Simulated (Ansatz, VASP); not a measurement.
One calculation of Pb, two programs

```
Pb
1.0
     3.25173    0.00000    0.00000
     0.00000    3.25173    0.00000
     0.00000    0.00000    3.25173
Pb
1
Direct
  0.00000 0.00000 0.00000
```

Alike in both runs: task relaxation of cell and atoms; functional PBE; k mesh 13 × 13 × 13; occupations fermi-dirac, width 0.05 eV; no spin polarisation.

|  | VASP | Ansatz |
| --- | --- | --- |
| version | VASP 6.6.1 | Ansatz 0.2.0 |
| potentials or method | VASP PAW PBE potentials, release 64 (Pb_d), cutoff 600 eV | all-electron LAPW, non-relativistic |

```tsv
	VASP	Ansatz	Ansatz less VASP
relaxed volume (Å³/atom)	34.38	35.07	+0.688
relaxed cell length with the largest relative difference (Å)	3.252	3.273	+0.0215
```

Ansatz ran all-electron here, and VASP with PAW potentials.

Neither program's run includes spin-orbit coupling. Noted on VASP's run: the relaxation stopped at its first step, so nothing moved.
